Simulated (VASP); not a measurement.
**Sb: single point with LDA**

Crystal: Sb.

```
CELL_PARAMETERS angstrom
-1.49046 1.49046 1.49046
1.49046 -1.49046 1.49046
1.49046 1.49046 -1.49046
ATOMIC_POSITIONS crystal
Sb 0.00000 0.00000 0.00000
```

This cell differs from its parent crystal: volume scaled by 0.52.

- Program: VASP 6.6.1
- Task: single point
- Functional: LDA
- Potentials or basis: VASP PAW LDA potentials, release 64 (Sb)
- Cutoff: 520 eV
- k mesh: 14 × 14 × 14
- Occupations: fermi-dirac, width 0.08 eV
- Spin: no spin polarisation

* Pressure: 220.0 GPa

Levels at points of the mesh, in eV from the Fermi level:
```
           k point  band 1  band 2  band 3  band 4  band 5  band 6  band 7
(0.00, 0.00, 0.00)  -21.45   10.72   10.72   10.72   12.57   12.57   12.57
(0.50, 0.00, 0.00)  -12.05  -11.37    3.22    4.29    7.71    9.54   17.20
(0.50, 0.50, 0.50)   -4.72   -4.72   -4.72   -0.75    1.17    1.17   19.36
```

Run time: 8.5 s on 1 thread of AMD EPYC 7R13 Processor (Zen 3), with other jobs on the host, peak memory 0.09 GiB.

Caveat: spin-orbit coupling is left out, which moves the levels of the heavy elements.
